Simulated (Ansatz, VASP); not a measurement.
# One calculation of AlN, two programs

Contents of INCAR:

```
SYSTEM = AlN
ALGO     = Normal         ! electronic algorithm
EDIFF    = 1E-6           ! SCF threshold, eV
ENCUT    = 520            ! plane-wave cutoff, eV
GGA      = PS             ! functional
ISIF     = 2              ! what is computed and relaxed
ISMEAR   = 0              ! smearing method
LASPH    = .True.         ! aspherical terms in the spheres
LCHARG   = .True.         ! write CHGCAR
LELF     = .True.         ! ELF
LREAL    = .False.        ! projectors in reciprocal space
LVHAR    = .True.       
LWAVE    = .False.        ! write WAVECAR
NBANDS   = 26             ! bands
NELM     = 60             ! most SCF steps
PREC     = Accurate       ! precision mode
SIGMA    = 0.05           ! smearing width, eV
```

KPOINTS

```
k-points
0
Gamma
  6 6 6
  0 0 0
```

POSCAR

```
AlN
1.0
    4.3771405283      0.0000000000      0.0000000000
    0.0000000000     -4.3771405283      0.0000000000
    0.0000000000      0.0000000000     -4.3771405283
Al N
4 4
Direct
    0.0000000000      0.1151436644      0.0000000000
    0.5000000000      0.5000000000      0.0000000000
    0.5000000000      0.0000000000      0.5000000000
    0.0000000000      0.5000000000      0.5000000000
    0.7500000000      0.7500000000      0.7500000000
    0.2500000000      0.2500000000      0.7500000000
    0.2500000000      0.7500000000      0.2500000000
    0.7500000000      0.2500000000      0.2500000000
```

Input for Ansatz:

```yaml
crystal:
  lattice:
    - [4.3771405283, 0.0, 0.0]
    - [0.0, -4.3771405283, 0.0]
    - [0.0, 0.0, -4.3771405283]
  atoms:
    - { symbol: Al, position: [0.0, 0.1151436644, 0.0] }
    - { symbol: Al, position: [0.5, 0.5, 0.0] }
    - { symbol: Al, position: [0.5, 0.0, 0.5] }
    - { symbol: Al, position: [0.0, 0.5, 0.5] }
    - { symbol: "N", position: [0.75, 0.75, 0.75] }
    - { symbol: "N", position: [0.25, 0.25, 0.75] }
    - { symbol: "N", position: [0.25, 0.75, 0.25] }
    - { symbol: "N", position: [0.75, 0.25, 0.25] }
basis:
  ecutwfc: 420
kpoints:
  mp_grid: { grid: [6, 6, 6] }
hamiltonian:
  xc: pbesol
  pseudopotentials: { kind: paw, azcp: { folder: soft_1 } }
scf:
  occupations: { method: gaussian, width: 0.05 }
output:
  forces: true
  stress: true
  eigenvalues: true
```

Alike in both runs: task single point; functional PBEsol; k mesh 6 × 6 × 6; occupations gaussian, width 0.05 eV; no spin polarisation.

|  | VASP | Ansatz |
| --- | --- | --- |
| version | VASP 6.6.1 | Ansatz 0.2.0 |
| potentials or method | VASP PAW PBE potentials, release 64 (Al, N), cutoff 520 eV | scalar-relativistic, plane waves, PAW |
| valence electrons in the cell | 32 | 32 |

|  | VASP | Ansatz | Ansatz less VASP |
| --- | --- | --- | --- |
| gap on the k mesh at the Fermi level (eV) | 1.26 | 1.27 | +0.008 |
| least direct gap on the mesh (eV) | 1.34 | 1.35 | +0.009 |
| pressure (GPa) | 8.0 | 7.8 | -0.17 |
| traceless stress, the component that is largest in VASP (GPa) | 11.76 | 11.49 | -0.265 |
| rms of the force components (eV/Å) | 2.292 | 2.265 | -0.0272 |

VASP's potentials were made for PBE, not for PBEsol, and Ansatz warns of the same on its side. Atom by atom the forces differ by 0.032 eV/Å (rms over components).
